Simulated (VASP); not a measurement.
Runs of VASP 6.6.1 on Zn. The structure is that of space group Fm-3m (No. 225), or close to it. The cells are those of the table. 

| cell | gap on the mesh (eV) | pressure (GPa) |
| --- | --- | --- |
| a = 2.728 Å, angles 60.0°, 1 atom | none | (b) |
| a = 2.827 Å, angles 60.0°, 1 atom | none | (a) |
| a = 2.675 Å, angles 60.0°, 1 atom | none | 10.9 |
| a = 2.873 Å, angles 60.0°, 1 atom | none | -5.1 |
| a = 2.919 Å, angles 60.0°, 1 atom | none | -6.7 |
| a = 2.621 Å, angles 60.0°, 1 atom | none | 19.6 |

Alike in all rows: task single point; level PBE; potentials or basis VASP PAW PBE potentials, release 64 (Zn); no spin polarisation; k mesh 22 × 22 × 22; cutoff (eV) 520; smearing gaussian 0.15 eV.

Estimate the missing entries.

(a) -2.8; (b) 4.8.

A gap of «none» marks levels without a gap at the run's occupations.
